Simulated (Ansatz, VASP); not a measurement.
Two plane-wave programs on Ge

The input INCAR:

```
SYSTEM = Ge
PREC     = Accurate       ! precision mode
ENCUT    = 520            ! plane-wave cutoff, eV
EDIFF    = 1E-7           ! SCF threshold, eV
ISMEAR   = 0              ! smearing method
SIGMA    = 0.1            ! smearing width, eV
LREAL    = .FALSE.        ! projectors in reciprocal space
LASPH    = .TRUE.         ! aspherical terms in the spheres
NELM     = 100            ! most SCF steps
ALGO     = Normal         ! electronic algorithm
ISIF     = 2              ! what is computed and relaxed
LWAVE    = .FALSE.        ! write WAVECAR
LCHARG   = .FALSE.        ! write CHGCAR
LDIPOL   = .TRUE.       
IDIPOL   = 3            
DIPOL    = 0.5 0.5 0.500
GGA      = PE             ! functional
NBANDS   = 21             ! bands
```

Contents of KPOINTS:

```
regular mesh
0
G
  12 12 1
  0 0 0
```

Contents of POSCAR:

```
Ge
1.0
    3.8560000000      0.0000000000      0.0000000000
   -1.9280000000      3.3393939570      0.0000000000
    0.0000000000      0.0000000000     28.0000000000
Ge
2
Direct
    0.3333333333      0.6666666667      0.5103928571
    0.6666666667      0.3333333333      0.4896071429
```

Input for Ansatz:

```yaml
crystal:
  lattice:
    - [3.856, 0.0, 0.0]
    - [-1.928, 3.339393957, 0.0]
    - [0.0, 0.0, 28.0]
  atoms:
    - { symbol: Ge, position: [0.3333333333, 0.6666666667, 0.5103928571] }
    - { symbol: Ge, position: [0.6666666667, 0.3333333333, 0.4896071429] }
  periodic: [true, true, false]
basis:
  ecutwfc: 420
kpoints:
  mp_grid: { grid: [12, 12, 1] }
hamiltonian:
  xc: pbe
  pseudopotentials: { kind: paw, azcp: { folder: soft_1 } }
scf:
  occupations: { method: gaussian, width: 0.1 }
output:
  forces: true
  stress: true
  eigenvalues: true
  write_density: true
  write_potential: true
  elf: true
  volumetric_format: npy
```

Alike in both runs: task single point; functional PBE; k mesh 12 × 12 × 1; occupations gaussian, width 0.1 eV; no spin polarisation.

|  | VASP | Ansatz |
| --- | --- | --- |
| version | VASP 6.6.1 | Ansatz 0.2.0 |
| potentials or method | VASP PAW PBE potentials, release 64 (Ge_d), cutoff 520 eV | scalar-relativistic, plane waves, PAW |
| valence electrons in the cell | 28 | 28 |

VASP gave:

- gap on the k mesh at the Fermi level (eV): none
- rms of the force components (eV/Å): 0.375

Problem. What did Ansatz give for the same quantities?

Solution. gap on the k mesh at the Fermi level (eV): none; rms of the force components (eV/Å): 0.379.

Atom by atom the forces differ by 0.004 eV/Å (rms over components). A gap of «none» marks a metal or a gap that the smearing closes. Ansatz's warnings: xc potential rough in thin density.
